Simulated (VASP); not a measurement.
# ScAl3 (Pm-3m) in VASP: settings compared

Aim: see how the results for ScAl3 move with the level of theory and the settings. Levels: PBEsol+D4, PBE. Tasks: single point.

All numbers are computed with VASP 6.6.1; they aren't measurements. Logs are shortened: lines on timing, memory, paths and dates and some standing lists are left out, and cuts for length are marked.

### 1 The cell of the first run

It takes space group Pm-3m (No. 221, cubic). Conventional cell: a = 4.044 Å, b = 4.044 Å, c = 4.044 Å, α = 90.00°, β = 90.00°, γ = 90.00°. Sc (site symmetry m-3m) has 12 Al at 2.86 Å within 3.8 Å. Within 3.8 Å of Al (site symmetry 4/mmm) lie 4 Sc at 2.86 Å and 8 Al at 2.86 Å.

### 2 Single point, PBEsol+D4

INCAR reads:

```
PREC     = Accurate       # precision mode
ENCUT    = 520            # plane-wave cutoff, eV
EDIFF    = 1E-7           # SCF threshold, eV
ISMEAR   = -1             # smearing method
SIGMA    = 0.05           # smearing width, eV
LREAL    = F              # projectors in reciprocal space
LASPH    = T              # aspherical terms in the spheres
NELM     = 100            # most SCF steps
ALGO     = Normal         # electronic algorithm
ISIF     = 2              # what is computed and relaxed
LWAVE    = F              # write WAVECAR
LCHARG   = F              # write CHGCAR
GGA      = PS             # functional
IVDW     = 13             # dispersion correction
NBANDS   = 18             # bands
```

KPOINTS reads:

```
Automatic mesh
0
Gamma
  7 7 7
```

POSCAR reads:

```
ScAl3
1.0
    4.0443491471      0.0000000000      0.0000000000
    0.0000000000      4.0443491471      0.0000000000
    0.0000000000      0.0000000000      4.0443491471
Sc Al
1 3
Direct
    0.0000000000      0.0000000000      0.0000000000
    0.5000000000      0.5000000000      0.0000000000
    0.0000000000      0.5000000000      0.5000000000
    0.5000000000      0.0000000000      0.5000000000
```

Potentials or basis: VASP PAW PBE potentials, release 64 (Sc_sv, Al).

Launch:

```console
cat potpaw_PBE.64/Sc_sv/POTCAR potpaw_PBE.64/Al/POTCAR > POTCAR
mpirun -np 1 vasp_std > vasp.out
```

OUTCAR:

```text
PREC = Accurate
   ENCUT = 520
   EDIFF = 1E-7
   ISMEAR = -1
   LREAL = F
   LASPH = T
   NELM = 100
   ISIF = 2
   GGA = PS
   IVDW = 13

 ion  position               nearest neighbor table
   1  0.000  0.000  0.000-   2 2.86   3 2.86   4 2.86   3 2.86   4 2.86   2 2.86   3 2.86   3 2.86
                             2 2.86   4 2.86   4 2.86   2 2.86
   2  0.500  0.500  0.000-   1 2.86   3 2.86   4 2.86   3 2.86   4 2.86   1 2.86   4 2.86   4 2.86
                             1 2.86   3 2.86   3 2.86   1 2.86
   3  0.000  0.500  0.500-   1 2.86   2 2.86   4 2.86   1 2.86   2 2.86   1 2.86   4 2.86   1 2.86
                             2 2.86   4 2.86   2 2.86   4 2.86
   4  0.500  0.000  0.500-   1 2.86   2 2.86   3 2.86   1 2.86   2 2.86   2 2.86   3 2.86   2 2.86
                             1 2.86   3 2.86   1 2.86   3 2.86

  LATTYP: Found a simple cubic cell.
 ALAT       =     4.0443491471

  Lattice vectors:

 A1 = (   4.0443491471,   0.0000000000,   0.0000000000)
 A2 = (   0.0000000000,   4.0443491471,   0.0000000000)
 A3 = (   0.0000000000,   0.0000000000,   4.0443491471)

Analysis of symmetry for initial positions (statically):
=====================================================================
 Subroutine PRICEL returns:
 Original cell was already a primitive cell.

 Routine SETGRP: Setting up the symmetry group for a
 simple cubic supercell.

 Subroutine GETGRP returns: Found 48 space group operations
 (whereof 48 operations were pure point group operations)
 out of a pool of 48 trial point group operations.

The static configuration has the point symmetry O_h .

Analysis of symmetry for dynamics (positions and initial velocities):
=====================================================================
 Subroutine PRICEL returns:
 Original cell was already a primitive cell.

 Routine SETGRP: Setting up the symmetry group for a
 simple cubic supercell.

 Subroutine GETGRP returns: Found 48 space group operations
 (whereof 48 operations were pure point group operations)
 out of a pool of 48 trial point group operations.

The dynamic configuration has the point symmetry O_h .

 Subroutine INISYM returns: Found 48 space group operations
 (whereof 48 operations are pure point group operations),
 and found     1 'primitive' translations

----------------------------------------------------------------------------------------

                                     Primitive cell

  volume of cell :      66.1524

  direct lattice vectors                    reciprocal lattice vectors
     4.044349147  0.000000000  0.000000000     0.247258573  0.000000000  0.000000000
     0.000000000  4.044349147  0.000000000     0.000000000  0.247258573  0.000000000
     0.000000000  0.000000000  4.044349147     0.000000000  0.000000000  0.247258573

  length of vectors
     4.044349147  4.044349147  4.044349147     0.247258573  0.247258573  0.247258573

  position of ions in fractional coordinates (direct lattice)
     0.000000000  0.000000000  0.000000000
     0.500000000  0.500000000  0.000000000
     0.000000000  0.500000000  0.500000000
     0.500000000  0.000000000  0.500000000

  ion indices of the primitive-cell ions
   primitive index   ion index
                 1           1
                 2           2
                 3           3
                 4           4

----------------------------------------------------------------------------------------

 KPOINTS: Automatic mesh

Automatic generation of k-mesh.
 Grid dimensions read from file:
 generate k-points for:    7    7    7

 Generating k-lattice:

  Cartesian coordinates                     Fractional coordinates (reciprocal lattice)
     0.035322653  0.000000000  0.000000000     0.142857143  0.000000000  0.000000000
     0.000000000  0.035322653  0.000000000     0.000000000  0.142857143  0.000000000
     0.000000000  0.000000000  0.035322653     0.000000000  0.000000000  0.142857143

  Length of vectors
     0.035322653  0.035322653  0.035322653

  Shift w.r.t. Gamma in fractional coordinates (k-lattice)
     0.000000000  0.000000000  0.000000000

 Subroutine IBZKPT returns following result:
 ===========================================

 Found     20 irreducible k-points:

 Following reciprocal coordinates:
            Coordinates               Weight
  0.000000  0.000000  0.000000      1.000000
  0.142857  0.000000  0.000000      6.000000
  0.285714  0.000000  0.000000      6.000000
  0.428571  0.000000  0.000000      6.000000
  0.142857  0.142857  0.000000     12.000000
  0.285714  0.142857  0.000000     24.000000
[... 12 lines left out ...]
  0.428571  0.428571  0.285714     24.000000
  0.428571  0.428571  0.428571      8.000000
   k-points           NKPTS =     20   k-points in BZ     NKDIM =     20   number of bands    NBANDS=     18
   number of dos      NEDOS =    301   number of ions     NIONS =      4
   total plane-waves  NPLWV =  27000
   dimension x,y,z NGX =    30 NGY =   30 NGZ =   30
   dimension x,y,z NGXF=    60 NGYF=   60 NGZF=   60
   ions per type =               1   3
   NGX,Y,Z   is equivalent  to a cutoff of  12.33, 12.33, 12.33 a.u.
   NGXF,Y,Z  is equivalent  to a cutoff of  24.66, 24.66, 24.66 a.u.
 SYSTEM =  unknown system
   PREC   = accura    normal or accurate (medium, high low for compatibility)
   ISTART =      0    job   : 0-new  1-cont  2-samecut
   ICHARG =      2    charge: 1-file 2-atom 10-const
   ISPIN  =      1    spin polarized calculation?
   LNONCOLLINEAR =      F non collinear calculations
   LSORBIT =      F    spin-orbit coupling
   LASPH  =      T    aspherical Exc in radial PAW
   ENCUT  =  520.0 eV  38.22 Ry    6.18 a.u.   7.52  7.52  7.52*2*pi/ulx,y,z
   NELM   =    100;   NELMIN=  2; NELMDL= -5     # of ELM steps
   EDIFF  = 0.1E-06   stopping-criterion for ELM
   LREAL  =      F    real-space projection
   EDIFFG = 0.1E-05   stopping-criterion for IOM
   NSW    =      0    number of steps for IOM
   IBRION =     -1    ionic relax: 0-MD 1-quasi-New 2-CG
   NFREE  =      0    steps in history (QN), initial steepest desc. (CG)
   ISIF   =      2    stress and relaxation
   ISYM   =      2    0-nonsym 1-usesym 2-fastsym
   POTIM  = 0.5000    time-step for ionic-motion
   TEBEG  =    0.0;   TEEND  =   0.0 temperature during run
   PSTRESS=    0.0 pullay stress
   NELECT =      20.0000    total number of electrons
   NUPDOWN=      -1.0000    fix difference up-down
   EMIN   =  10.00;   EMAX   =-10.00  energy-range for DOS
   EFERMI =   0.00;   METHOD = LEGACY
   ISMEAR =    -1;   SIGMA  =   0.05  broadening in eV -4-tet -1-fermi 0-gaus
   EFERMI_NEDOS =   21; number of points for ismear=-14 and -15
   IALGO  =     38    algorithm
   IMIX   =      4    mixing-type and parameters
     AMIX     =   0.40;   BMIX     =  1.00
     AMIX_MAG =   1.60;   BMIX_MAG =  1.00
  volume/ion in A,a.u.               =      16.54       111.60
  Fermi-wavevector in a.u.,A,eV,Ry     =   1.098760  2.076355 16.425955  1.207274
  Thomas-Fermi vector in A             =   2.235143
   LORBIT       =      0    0 simple, 1 ext, 2 COOP (PROOUT), +10 PAW based schemes
   GGA     = PS    functional components
   LHFCALC =     F    Hartree Fock is set to
   AEXX    =    0.0000 exact exchange contribution
   IVDW    =    13    specifies the selected vdW correction
   LEPSILON=     F    determine dielectric tensor
   LRPA    =     F    only Hartree local field effects (RPA)
 non-spin polarized calculation
  energy-cutoff  :      520.00
  volume of cell :       66.15
 maximum number of plane-waves:      1806
 NGX is ok and might be reduce to    30
   NGX = 15   NGY = 15   NGZ = 15

 number of electron      20.0000002 magnetization

 Free energy of the ion-electron system (eV)
  ---------------------------------------------------
  ext. energy  EPLUGINS =         0.00000000
  ---------------------------------------------------
  free energy    TOTEN  =       -20.76203747 eV

  energy without entropy =      -20.74917427  energy(sigma->0) =      -20.75560587

 E-fermi :   7.3874     XC(G=0): -10.6251

 val. band max:        7.3225099956   @ k =   0.4286   0.4286   0.1429
 cond. band min:       7.3900301561   @ k =   0.2857   0.0000   0.0000
 fundamental gap:      0.0675201605
 Fermi energy:         7.3874401962

 k-point     1 :       0.0000    0.0000    0.0000
  band No.  band energies     occupation
      1     -41.1583      2.00000
      2     -19.9693      2.00000
      3     -19.9693      2.00000
      4     -19.9693      2.00000
      5      -2.6946      2.00000
      6       4.8231      2.00000
[... 10 lines left out ...]
     17      12.9565      0.00000
     18      12.9565      0.00000

 k-point     2 :       0.1429    0.0000    0.0000
  band No.  band energies     occupation
      1     -41.1580      2.00000
      2     -19.9766      2.00000
      3     -19.9687      2.00000
      4     -19.9687      2.00000
      5      -2.5016      2.00000
      6       3.5666      2.00000
[... 10 lines left out ...]
     17      13.0444      0.00000
     18      13.0444      0.00000

 k-point     3 :       0.2857    0.0000    0.0000
  band No.  band energies     occupation
      1     -41.1573      2.00000
      2     -19.9930      2.00000
      3     -19.9675      2.00000
      4     -19.9675      2.00000
      5      -1.9361      2.00000
      6       1.8951      2.00000
[... 10 lines left out ...]
     17      12.4161      0.00000
     18      13.6334      0.00000

 k-point     4 :       0.4286    0.0000    0.0000
  band No.  band energies     occupation
      1     -41.1568      2.00000
      2     -20.0061      2.00000
      3     -19.9664      2.00000
      4     -19.9664      2.00000
      5      -1.0730      2.00000
      6       0.4396      2.00000
[... 291 lines left out ...]
      4     -19.9855      2.00000
      5       0.2061      2.00000
      6       1.7610      2.00000
[... 10 lines left out ...]
     17      12.6440      0.00000
     18      13.8613      0.00000

 k-point    19 :       0.4286    0.4286    0.2857
  band No.  band energies     occupation
      1     -41.1544      2.00000
      2     -19.9980      2.00000
      3     -19.9977      2.00000
      4     -19.9845      2.00000
      5       0.9052      2.00000
      6       2.3048      2.00000
[... 10 lines left out ...]
     17      11.8748      0.00000
     18      14.9331      0.00000

 k-point    20 :       0.4286    0.4286    0.4286
  band No.  band energies     occupation
      1     -41.1540      2.00000
      2     -19.9963      2.00000
      3     -19.9960      2.00000
      4     -19.9960      2.00000
      5       1.6398      2.00000
      6       2.6645      2.00000
[... 10 lines left out ...]
     17      11.7372      0.00000
     18      17.0764      0.00000

------------------------ aborting loop because EDIFF is reached ----------------------------------------

  DFT-D4 for vdW energy calculation

  Edisp (eV):   -0.82457

  FORCE on cell =-STRESS in cart. coord.  units (eV):
  Direction    XX          YY          ZZ          XY          YZ          ZX
  --------------------------------------------------------------------------------------
  -------------------------------------------------------------------------------------
  Total       0.04562     0.04562     0.04562     0.00000     0.00000     0.00000
  in kB       1.10495     1.10495     1.10495     0.00000     0.00000     0.00000
  external pressure =        1.10 kB  Pullay stress =        0.00 kB

 VOLUME and BASIS-vectors are now :
 -----------------------------------------------------------------------------
  energy-cutoff  :      520.00
  volume of cell :       66.15
      direct lattice vectors                 reciprocal lattice vectors
     4.044349147  0.000000000  0.000000000     0.247258573  0.000000000  0.000000000
     0.000000000  4.044349147  0.000000000     0.000000000  0.247258573  0.000000000
     0.000000000  0.000000000  4.044349147     0.000000000  0.000000000  0.247258573

 POSITION                                       TOTAL-FORCE (eV/Angst)
 -----------------------------------------------------------------------------------
      0.00000      0.00000      0.00000         0.000000      0.000000      0.000000
      2.02217      2.02217      0.00000         0.000000      0.000000      0.000000
      0.00000      2.02217      2.02217         0.000000      0.000000      0.000000
      2.02217      0.00000      2.02217         0.000000      0.000000      0.000000
 -----------------------------------------------------------------------------------
    total drift:                               -0.000000     -0.000000      0.000000

  FREE ENERGIE OF THE ION-ELECTRON SYSTEM (eV)
  ---------------------------------------------------
  free  energy   TOTEN  =       -21.5866069546 eV

  energy  without entropy=      -21.5737437522  energy(sigma->0) =      -21.58017535
```

It used 18 s of CPU time on 1 thread of AMD EPYC 7R13 Processor (Zen 3), on a shared host.

Results:

```
Free energy                : -21.5866 eV
Pressure                   : 0.1 GPa
Band gap on the k mesh     : zero (band 10 reaches 8.49 eV, above the bottom of band 11 at 4.79 eV)
Dispersion energy per atom : -0.206 eV
```

Caveat: the PAW data sets were made with another functional, which shifts forces and pressure a little; pairwise dispersion overbinds metals, which lowers pressure and volume.

### 3 Single point, PBE

This run uses another cell than the first one, of 17.08 Å³/atom, 1.033 times its volume.

INCAR reads:

```
ALGO = Normal
EDIFF = 1E-7
ENCUT = 520
GGA = PE
ISIF = 2
ISMEAR = 0
LASPH = T
LCHARG = F
LREAL = F
LWAVE = F
NBANDS = 18
NELM = 80
PREC = Accurate
SIGMA = 0.014
```

KPOINTS reads:

```
k-points
0
Gamma
  7 7 7
```

POSCAR reads:

```
ScAl3
1.0
    4.0878065700      0.0000000000      0.0000000000
    0.0000000000      4.0878065700      0.0000000000
    0.0000000000      0.0000000000      4.0878065700
Sc Al
1 3
Direct
    0.0000000000      0.0000000000      0.0000000000
    0.5000000000      0.5000000000      0.0000000000
    0.0000000000      0.5000000000      0.5000000000
    0.5000000000      0.0000000000      0.5000000000
```

Potentials or basis: VASP PAW PBE potentials, release 64 (Sc_sv, Al).

Launch:

```console
cat potpaw_PBE.64/Sc_sv/POTCAR potpaw_PBE.64/Al/POTCAR > POTCAR
mpirun -np 1 vasp_std > vasp.out
```

It used 19 s of CPU time on 1 thread of AMD EPYC 7R13 Processor (Zen 3) (shared host).

It converged, with:

```yaml
Free_energy: -19.2940 eV
Pressure: 1.1 GPa
Band_gap_on_the_k_mesh: zero (band 10 reaches 8.28 eV, above the bottom of band 11 at 4.60 eV)
```

Levels at points of the mesh, in eV from the Fermi level:
```
           k point  band 6  band 7  band 8  band 9  band 10  band 11  band 12  band 13  band 14  band 15
(0.00, 0.00, 0.00)   -2.46   -2.46   -1.66   -1.66    -1.66     1.43     1.46     1.46     1.46     4.93
```

### 4 Single point, PBE

This run uses another cell than the first one, of 17.08 Å³/atom, 1.033 times its volume.

INCAR reads:

```
PREC = Accurate
ENCUT = 520
EDIFF = 1E-6
ISMEAR = 0
SIGMA = 0.02
LREAL = False
LASPH = True
NELM = 100
ALGO = Normal
ISIF = 2
LWAVE = False
LCHARG = False
GGA = PE
NBANDS = 18
```

KPOINTS reads:

```
Automatic mesh
0
Gamma
  7 7 7
```

POSCAR is that of step 3.

Potentials or basis: VASP PAW PBE potentials, release 64 (Sc_sv, Al).

Launch:

```console
cat potpaw_PBE.64/Sc_sv/POTCAR potpaw_PBE.64/Al/POTCAR > POTCAR
mpirun -np 1 vasp_std > vasp.out
```

OUTCAR:

```text
PREC = Accurate
   ENCUT = 520
   EDIFF = 1E-6
   ISMEAR = 0
   LREAL = False
   LASPH = True
   NELM = 100
   ISIF = 2
   GGA = PE

 ion  position               nearest neighbor table
   1  0.000  0.000  0.000-   2 2.89   3 2.89   4 2.89   3 2.89   4 2.89   2 2.89   3 2.89   3 2.89
                             2 2.89   4 2.89   4 2.89   2 2.89
   2  0.500  0.500  0.000-   1 2.89   3 2.89   4 2.89   3 2.89   4 2.89   1 2.89   4 2.89   4 2.89
                             1 2.89   3 2.89   3 2.89   1 2.89
   3  0.000  0.500  0.500-   1 2.89   2 2.89   4 2.89   1 2.89   2 2.89   1 2.89   4 2.89   1 2.89
[... 618 lines left out ...]
  -------------------------------------------------------------------------------------
  Total        0.4776255      0.4776255      0.4776255      0.0000000      0.0000000      0.0000000
  in kB       11.2028127     11.2028127     11.2028127      0.0000000      0.0000000      0.0000000
  external PRESSURE =      11.2028127 kB  Pullay stress =       0.0000000 kB

 VOLUME and BASIS-vectors are now :
 -----------------------------------------------------------------------------
  energy-cutoff  :      520.00
  volume of cell :       68.31
      direct lattice vectors                 reciprocal lattice vectors
     4.087806570  0.000000000  0.000000000     0.244629970  0.000000000  0.000000000
     0.000000000  4.087806570  0.000000000     0.000000000  0.244629970  0.000000000
     0.000000000  0.000000000  4.087806570     0.000000000  0.000000000  0.244629970

 POSITION                                       TOTAL-FORCE (eV/Angst)
 -----------------------------------------------------------------------------------
      0.00000      0.00000      0.00000         0.000000      0.000000      0.000000
      2.04390      2.04390      0.00000         0.000000      0.000000      0.000000
      0.00000      2.04390      2.04390         0.000000      0.000000      0.000000
      2.04390      0.00000      2.04390         0.000000      0.000000      0.000000
 -----------------------------------------------------------------------------------
    total drift:                               -0.000000     -0.000000      0.000000

  FREE ENERGIE OF THE ION-ELECTRON SYSTEM (eV)
  ---------------------------------------------------
  free  energy   TOTEN  =       -19.2942765609 eV

  energy  without entropy=      -19.2933761957  energy(sigma->0) =      -19.29382638
```

stdout:

```text
POSCAR found type information on POSCAR ScAl
 POSCAR found :  2 types and       4 ions
 scaLAPACK will be used
 LDA part: xc-table for (Slater+PW92), standard interpolation
 POSCAR, INCAR and KPOINTS ok, starting setup
 FFT: planning ... GRIDC
 FFT: planning ... GRID_SOFT
 FFT: planning ... GRID
 WAVECAR not read
 entering main loop
```

It took 21 s on 1 thread of AMD EPYC 7R13 (Zen 3), shared host; peak memory 0.14 GiB.

Results:

* Free energy: -19.2943 eV
* Pressure: 1.1 GPa
* Band gap on the k mesh: zero (band 10 reaches 8.28 eV, above the bottom of band 11 at 4.60 eV)

(Part 1 of 2 ends here.)
